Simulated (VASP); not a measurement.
Set up this calculation in VASP 6.6.1, as the native input.

| Property | Result |
| --- | --- |
| Task | single point |
| Functional | LDA |
| Potentials or basis | VASP PAW LDA potentials, release 64 (Ni) |
| Cutoff | 520 eV |
| k mesh | 24 × 24 × 24 |
| Occupations | gaussian, width 0.15 eV |
| Spin | collinear spin, ferromagnetic start |
| Starting moments | [0.75] μB |
| Fixed moment | 0.75 μB |
| Dipole correction | no |
| Further INCAR settings | ALGO = Normal; EDIFF = 1e-06; NBANDS = 15 |

The structure of Ni lies in POSCAR:

```
Ni
1.0
    0.0000000000      1.7121260312      1.7121260312
    1.7121260312      0.0000000000      1.7121260312
    1.7121260312      1.7121260312      0.0000000000
Ni
1
Direct
    0.0000000000      0.0000000000      0.0000000000
```

These files were run (other wordings do the same):

INCAR

```
SYSTEM = Ni
PREC = Accurate ; ENCUT = 520
EDIFF = 1E-6 ; ISMEAR = 0
SIGMA = 0.15 ; LREAL = .False.
LASPH = .True. ; NELM = 150
ALGO = Normal ; ISIF = 2
LWAVE = .False. ; LCHARG = .False.
ISPIN = 2 ; MAGMOM = 0.75
LORBIT = 11 ; NUPDOWN = 0.75
LMAXMIX = 4 ; GGA = CA
NBANDS = 15
```

KPOINTS

```
Automatic mesh
0
Gamma
  24 24 24
  0 0 0
```

Potentials or basis: VASP PAW LDA potentials, release 64 (Ni).

Command:

```bash
$ cat potpaw_LDA.64/Ni/POTCAR > POTCAR
$ mpirun -np 1 vasp_std > vasp.out
```

Results of the run:

- Pressure: 1.0 GPa
- Net moment: 0.75 μB per cell
- Site moments: Ni +0.74 μB
- Valence electrons inside the program's atomic spheres: Ni 9.47

Caveat: the total moment is fixed, so each spin has its own Fermi level.

It took 62 s on 1 thread of AMD EPYC 9R45 96-Core Processor (Zen 5) (shared host), peak memory 0.16 GiB.
